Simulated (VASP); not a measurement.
TiTe2: single point with PBE+U

The system is TiTe2.

```xyz
3
Lattice="3.8790 0.0000 0.0000 -1.9395 3.3593 0.0000 0.0000 0.0000 7.3738" Properties=species:S:1:pos:R:3 pbc="T T T"
Te    0.0000    2.2396    5.6739
Te    1.9395    1.1198    1.6999
Ti    0.0000    0.0000    0.0000
```

```yaml
Program: VASP 6.6.1
Task: single point
Functional: PBE
Potentials_or_basis: VASP PAW PBE potentials, release 64 (Te, Ti_sv)
Cutoff: 520 eV
k_mesh: 8 × 8 × 4
Occupations: fermi-dirac, width 0.05 eV
Spin: no spin polarisation
Hubbard_terms: Ti d U = 3.0 eV
Dipole_correction: no
Further_INCAR_settings: ALGO = Normal; EDIFF = 1e-07; NBANDS = 19
```

```yaml
Pressure: -0.5 GPa
Largest_force: 0.017 eV/Å
Band_gap_on_the_k_mesh: zero (band 12 reaches 5.47 eV, above the bottom of band 13 at 5.03 eV)
```

Forces in eV/Å, atoms in the order of the input:
```
Te   0.000  0.000 -0.017
Te   0.000  0.000  0.017
Ti   0.000  0.000  0.000
```

Stress tensor (GPa, compression positive):
```
-0.79  0.00  0.00
 0.00 -0.79  0.00
 0.00  0.00 -0.02
```

Levels at points of the mesh, in eV from the Fermi level:
```tsv
k point	band 8	band 9	band 10	band 11	band 12	band 13	band 14	band 15	band 16	band 17
(0.00, 0.00, 0.00)	-1.88	-1.88	-0.50	0.40	0.40	0.63	0.63	0.63	2.87	2.87
(0.50, 0.00, 0.00)	-3.82	-2.30	-2.19	-2.01	-1.14	0.08	1.14	1.46	2.29	2.71
(0.00, 0.00, 0.50)	-1.98	-1.87	-1.87	0.40	0.40	0.58	0.58	0.96	2.96	2.96
(0.50, 0.00, 0.50)	-4.05	-2.33	-2.06	-1.57	-1.04	-0.04	1.13	1.45	2.52	2.79
```

Eigenvalues of the final occupation matrices:
| site | spin | trace | eigenvalues |
| --- | --- | --- | --- |
| site 3 d | 1 | 0.86 | 0.07 0.10 0.10 0.30 0.30 |
| site 3 d | 2 | 0.86 | 0.07 0.10 0.10 0.30 0.30 |

It took 40 s on 1 thread of Intel(R) Xeon(R) 6975P-C (Granite Rapids), with other jobs on the host, peak memory 0.25 GiB.

Caveat: spin-orbit coupling is left out, which moves the levels of the heavy elements; this functional lacks dispersion, which binds the layers, so the pressure and a relaxed spacing across them are unreliable; U without spin polarisation on a metal has little footing; the U is typed as a test and isn't derived for this compound.
